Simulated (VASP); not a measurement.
A run of VASP 6.6.1 is set up as follows.

The input INCAR:

```
SYSTEM = C
PREC = Accurate ; ENCUT = 520
EDIFF = 1E-6 ; ISMEAR = -1
SIGMA = 0.02 ; LREAL = .FALSE.
LASPH = .TRUE. ; NELM = 100
ALGO = Normal ; ISIF = 2
LWAVE = .FALSE. ; LCHARG = .TRUE.
GGA = CA ; LELF = .TRUE.
LVHAR = .TRUE. ; NBANDS = 16
```

The input KPOINTS:

```
Automatic mesh
0
G
  10 7 10
  0 0 0
```

File POSCAR:

```
C
1.0
   -1.7658614237      1.7658614237      0.0000000000
    0.0000000000      0.0000000000      3.5317228474
    1.7658614237      1.7658614237      0.0000000000
C
4
Direct
    0.5000000000      0.3750000000      0.2500000000
    0.0000000000      0.8750000000      0.7500000000
    0.0000000000      0.1250000000      0.2500000000
    0.5000000000      0.6250000000      0.7500000000
```

Potentials or basis: VASP PAW LDA potentials, release 64 (C).

Launch:

```sh
$ cat potpaw_LDA.64/C/POTCAR > POTCAR
$ mpirun -np 1 vasp_std > vasp.out
```

Question: What does it give for the pressure?

Answer: 1.6 GPa.

Question: Predict the band gap on the k mesh.

Answer: 4.17 eV.

A k mesh can miss the band edges.
